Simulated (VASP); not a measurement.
**Mg: electric field gradients with LDA**

The system is Mg.

```xyz
2
Lattice="3.1438 0.0000 0.0000 -1.5719 2.7226 0.0000 0.0000 0.0000 5.1040" Properties=species:S:1:pos:R:3 pbc="T T T"
Mg    0.0000    1.8150    1.2760
Mg    1.5719    0.9075    3.8280
```

This cell differs from its parent crystal: volume scaled by 0.94.

```yaml
Program: VASP 6.6.1
Task: electric field gradients
Functional: LDA
Potentials_or_basis: VASP PAW LDA potentials, release 64 (Mg)
Cutoff: 520 eV
k_mesh: 12 × 12 × 7
Occupations: fermi-dirac, width 0.05 eV
Spin: no spin polarisation
Dipole_correction: no
Further_INCAR_settings: ALGO = Normal; EDIFF = 1e-08; NBANDS = 9
```

The pressure is -0.8 GPa and the band gap on the k mesh is zero (band 2 reaches 3.75 eV, above the bottom of band 3 at 1.46 eV).

Stress tensor (GPa, compression positive):
```
-0.46  0.00  0.00
 0.00 -0.46  0.00
 0.00  0.00 -1.41
```

Levels at points of the mesh, in eV from the Fermi level:
```tsv
k point	band 1	band 2	band 3	band 4	band 5	band 6
(0.00, 0.00, 0.00)	-7.08	-1.67	-1.21	11.25	11.25	11.39
(0.50, 0.00, 0.00)	-2.14	-2.13	2.79	3.14	3.44	3.85
```

Electric field gradients, principal values (V/Å²):
| atom | least | middle | greatest (by size) |
| --- | --- | --- | --- |
| 1 Mg | -0.617 | -0.617 | 1.233 |
| 2 Mg | -0.617 | -0.617 | 1.233 |

Run time: 9.6 s on 1 thread of Intel(R) Xeon(R) Platinum 8488C (Sapphire Rapids), with other jobs on the host, peak memory 0.15 GiB.

Caveat: without QUAD_EFG the Cq values of the log hold for a quadrupole moment of 1 mb, not for the nuclei.
